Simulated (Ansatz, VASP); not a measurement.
One calculation of GaP, two programs

INCAR

```
SYSTEM = GaP
PREC = Accurate
ENCUT = 520
EDIFF = 1E-6
ISMEAR = -1
SIGMA = 0.1
LREAL = .FALSE.
LASPH = .TRUE.
NELM = 100
ALGO = Normal
ISIF = 2
LWAVE = .FALSE.
LCHARG = .FALSE.
NBANDS = 16
```

The input KPOINTS:

```
Automatic mesh
0
G
  13 13 13
  0 0 0
```

POSCAR

```
GaP
1.0
    0.0000000000      2.5831009559      2.5831009559
    2.5831009559      0.0000000000      2.5831009559
    2.5831009559      2.5831009559      0.0000000000
Ga P
1 1
Direct
    0.0000000000      0.0000000000      0.0000000000
    0.2500000000      0.2500000000      0.2500000000
```

Input for Ansatz:

```yaml
crystal:
  lattice:
    - [0.0, 2.5831009559, 2.5831009559]
    - [2.5831009559, 0.0, 2.5831009559]
    - [2.5831009559, 2.5831009559, 0.0]
  atoms:
    - { symbol: Ga, position: [0.0, 0.0, 0.0] }
    - { symbol: P, position: [0.25, 0.25, 0.25] }
kpoints:
  mp_grid: { grid: [13, 13, 13] }
scf:
  occupations: { method: fermi_dirac, width: 0.1 }
hamiltonian:
  xc: lda
  pseudopotentials: { kind: paw }
output:
  forces: true
  stress: true
  eigenvalues: true
  populations: true
  write_density: true
  write_potential: true
  elf: true
  volumetric_format: npy
```

Change from the starting cell: volume scaled by 0.88, PAW files.

Alike in both runs: task single point; functional LDA; k mesh 13 × 13 × 13; occupations fermi-dirac, width 0.1 eV; no spin polarisation.

|  | VASP | Ansatz |
| --- | --- | --- |
| version | VASP 6.6.1 | Ansatz 0.2.0 |
| potentials or method | VASP PAW LDA potentials, release 64 (Ga_d, P) | PAW with Ansatz's default frozen-core files, scalar-relativistic |
| plane-wave cutoff (eV) | 520 | 420 |
| valence electrons in the cell | 18 | 18 |

Ansatz gave:

| Property | Result |
| --- | --- |
| pressure (GPa) | 15.3 |

What did VASP give for the same quantities?

Pressure (GPa): 15.4.

LDA's correlation is that of Perdew and Zunger in VASP and of Perdew and Wang (1992) in Ansatz.
